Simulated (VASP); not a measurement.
Here is a VASP 6.6.1 calculation.

The input POSCAR:

```
TlHgBr3
1.0
    5.5215436290      0.0000000000      0.0000000000
    0.0000000000      5.5215436290      0.0000000000
    0.0000000000      0.0000000000      5.5215436290
Tl Hg Br
1 1 3
Direct
    0.0000000000      0.0000000000      0.0000000000
    0.5000000000      0.5000000000      0.5000000000
    0.5000000000      0.5000000000      0.0000000000
    0.5000000000      0.0000000000      0.5000000000
    0.0000000000      0.5000000000      0.5000000000
```

Contents of INCAR.step1:

```
SYSTEM = TlHgBr3
PREC = Accurate
ENCUT = 520
ISMEAR = -1
SIGMA = 0.02
LREAL = .FALSE.
LASPH = .TRUE.
NELM = 60
NBANDS = 31
GGA = PE
ALGO = Normal
EDIFF = 1E-4
LWAVE = .TRUE.
LCHARG = .FALSE.
```

The input INCAR.step2:

```
SYSTEM = TlHgBr3
PREC = Accurate
ENCUT = 520
EDIFF = 1E-6
ISMEAR = -1
SIGMA = 0.02
LREAL = .FALSE.
LASPH = .TRUE.
NELM = 60
ALGO = Normal
ISIF = 2
LWAVE = .FALSE.
LCHARG = .FALSE.
METAGGA = R2SCAN
LMIXTAU = .TRUE.
NBANDS = 31
ISTART = 1
```

The input KPOINTS:

```
regular mesh
0
G
  4 4 4
  0 0 0
```

Potentials or basis: VASP PAW PBE potentials, release 64 (Tl_d, Hg, Br).

The run is started by

```console
$ cat potpaw_PBE.64/Tl_d/POTCAR potpaw_PBE.64/Hg/POTCAR potpaw_PBE.64/Br/POTCAR > POTCAR
$ cp INCAR.step1 INCAR
$ mpirun -np 1 vasp_std > vasp.out
$ cp INCAR.step2 INCAR
$ mpirun -np 1 vasp_std > vasp.out
```

Question: What does it give for the band gap on the k mesh?

Answer: Zero (bands 23 and 24 overlap by 0.97 eV).

Question: Estimate the pressure.

Answer: 0.2 GPa.

Caveat: the PAW data sets were made with another functional, which shifts forces and pressure a little; spin-orbit coupling is left out, which moves the levels of the heavy elements.
